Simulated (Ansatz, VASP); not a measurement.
Au in VASP and in Ansatz

```
Au
1.0
     0.00000    3.11612    3.11612
     3.11612    0.00000    3.11612
     3.11612    3.11612    0.00000
Au
2
Direct
  0.12500 0.12500 0.12500
  0.87500 0.87500 0.87500
```

Alike in both runs: functional revPBE; k mesh 10 × 10 × 10; occupations fermi-dirac, width 0.1 eV; no spin polarisation.

Ansatz relaxed the structure, and its values are those at the end. VASP's run is a single point on that final structure, the one shown.

```csv
,VASP,Ansatz
version,VASP 6.6.1,Ansatz 0.2.0
potentials or method,"VASP PAW PBE potentials, release 64 (Au), cutoff 520 eV","plane waves (420 eV) with PAW, scalar-relativistic"
valence electrons in the cell,22,38
```

```csv
,VASP,Ansatz,Ansatz less VASP
pressure (GPa),0.0,0.0,+0.07
```

VASP's potentials were made for PBE, not for revPBE. With one functional, cell and mesh, what is left measures potentials, basis and numerics. VASP's potentials hold 22 valence electrons a cell and Ansatz's 38, so a difference there can come from the potentials and not from the codes.

Neither program's run includes spin-orbit coupling.
